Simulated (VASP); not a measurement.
Input of a VASP 6.6.1 run:

The input INCAR:

```
PREC = Accurate ; ENCUT = 520
EDIFF = 1E-6 ; ISMEAR = -1
SIGMA = 0.03 ; LREAL = F
LASPH = T ; NELM = 150
ALGO = Normal ; ISIF = 2
LWAVE = F ; LCHARG = F
ISPIN = 2 ; MAGMOM = 0
LORBIT = 11 ; NUPDOWN = 0.0
LMAXMIX = 4 ; GGA = PE
NBANDS = 17
```

KPOINTS

```
Automatic mesh
0
Gamma
  17 17 17
```

The input POSCAR:

```
W
1.0
   -1.5823450000      1.5823450000      1.5823450000
    1.5823450000     -1.5823450000      1.5823450000
    1.5823450000      1.5823450000     -1.5823450000
W
1
Direct
    0.0000000000      0.0000000000      0.0000000000
```

Potentials or basis: VASP PAW PBE potentials, release 64 (W_sv).

Run with:

```bash
$ cat potpaw_PBE.64/W_sv/POTCAR > POTCAR
$ mpirun -np 1 vasp_std > vasp.out
```

Predict the pressure.

6.3 GPa.

Caveat: the total moment is fixed, so each spin has its own Fermi level.
